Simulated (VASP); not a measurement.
# GeS: single point with r2SCAN

The system is GeS.

```
CELL_PARAMETERS angstrom
10.65819 0.00000 0.00000
0.00000 3.59203 0.00000
0.00000 0.00000 4.47915
ATOMIC_POSITIONS crystal
Ge 0.12570 0.25000 0.13277
Ge 0.37430 0.75000 0.63277
Ge 0.62570 0.25000 0.36723
Ge 0.87430 0.75000 0.86723
S 0.84640 0.25000 0.51188
S 0.65360 0.75000 0.01188
S 0.34640 0.25000 0.98812
S 0.15360 0.75000 0.48812
```

* Program: VASP 6.6.1
* Task: single point
* Functional: r2SCAN
* Potentials or basis: VASP PAW PBE potentials, release 64 (Ge_d, S)
* Cutoff: 550 eV
* k mesh: 4 × 8 × 6
* Occupations: gaussian, width 0.02 eV
* Spin: no spin polarisation
* Dipole correction: no
* Further INCAR settings: ALGO = Normal; EDIFF = 1e-06; NBANDS = 50

```json
{
 "Pressure": "0.6 GPa",
 "Largest force": "0.017 eV/Å",
 "Band gap on the k mesh": "1.32 eV"
}
```

Forces in eV/Å, atoms in the order of the input:
```
Ge   0.016  0.000 -0.005
Ge  -0.016  0.000 -0.005
Ge   0.016  0.000  0.005
Ge  -0.016  0.000  0.005
S   -0.006  0.000 -0.010
S    0.006  0.000 -0.010
S   -0.006  0.000  0.010
S    0.006  0.000  0.010
```

Stress tensor (GPa, compression positive):
```
0.56 0.00 0.00
0.00 0.65 0.00
0.00 0.00 0.65
```

Levels at points of the mesh, in eV from the valence-band top:
| k point | band 38 | band 39 | band 40 | band 41 | band 42 | band 43 |
| --- | --- | --- | --- | --- | --- | --- |
| (0.00, 0.00, 0.00) | -1.11 | -0.96 | 0.00 | 1.32 | 2.47 | 2.89 |
| (0.50, 0.00, 0.00) | -2.12 | -0.49 | -0.49 | 2.35 | 2.35 | 2.74 |
| (0.00, 0.50, 0.00) | -1.83 | -1.39 | -1.39 | 1.58 | 1.58 | 1.74 |
| (0.50, 0.50, 0.00) | -1.77 | -1.77 | -1.77 | 1.88 | 1.88 | 1.88 |
| (0.00, 0.00, 0.50) | -1.27 | -0.37 | -0.37 | 2.01 | 2.01 | 2.75 |
| (0.50, 0.00, 0.50) | -1.13 | -0.40 | -0.40 | 2.02 | 2.02 | 2.58 |
| (0.00, 0.50, 0.50) | -2.15 | -1.49 | -1.49 | 3.24 | 3.24 | 3.25 |
| (0.50, 0.50, 0.50) | -1.58 | -1.58 | -1.58 | 2.99 | 2.99 | 2.99 |

Wall time 33 min on 1 thread of Oxide Virtual Turin-like Processor, with other jobs on the host, peak memory 0.54 GiB.

Caveat: the PAW data sets were made with another functional, which shifts forces and pressure a little. A k mesh can miss the band edges.
